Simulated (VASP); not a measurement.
Set up this calculation in VASP 6.6.1, as the native input.

* Task: single point
* Functional: PBE
* Dispersion: D4
* Potentials or basis: VASP PAW PBE potentials, release 64 (Cd, F)
* Cutoff: 520 eV
* k mesh: 8 × 8 × 8
* Occupations: fermi-dirac, width 0.02 eV
* Spin: no spin polarisation
* Dipole correction: no
* Further INCAR settings: ALGO = Normal; EDIFF = 1e-07; NBANDS = 20

The structure of CdF2 lies in POSCAR:

```
CdF2
1.0
    0.0000000000      2.7227718612      2.7227718612
    2.7227718612      0.0000000000      2.7227718612
    2.7227718612      2.7227718612      0.0000000000
Cd F
1 2
Direct
    0.0000000000      0.0000000000      0.0000000000
    0.2500000000      0.2500000000      0.2500000000
    0.7500000000      0.7500000000      0.7500000000
```

These files were run (other wordings do the same):

INCAR

```
PREC = Accurate
ENCUT = 520
EDIFF = 1E-7
ISMEAR = -1
SIGMA = 0.02
LREAL = False
LASPH = True
NELM = 100
ALGO = Normal
ISIF = 2
LWAVE = False
LCHARG = False
GGA = PE
IVDW = 13
NBANDS = 20
```

KPOINTS

```
Automatic mesh
0
Gamma
  8 8 8
```

Potentials or basis: VASP PAW PBE potentials, release 64 (Cd, F).

Launch:

```sh
$ cat potpaw_PBE.64/Cd/POTCAR potpaw_PBE.64/F/POTCAR > POTCAR
$ mpirun -np 1 vasp_std > vasp.out
```

It gave:

```json
{
 "Pressure": "0.6 GPa",
 "Band gap on the k mesh": "2.96 eV (least direct gap 3.49 eV)",
 "Dispersion energy per atom": "-0.171 eV"
}
```

Wall time 28 s on 1 thread of Intel(R) Xeon(R) Platinum 8259CL CPU @ 2.50GHz (Skylake/Cascade Lake) (shared host), peak memory 0.18 GiB.
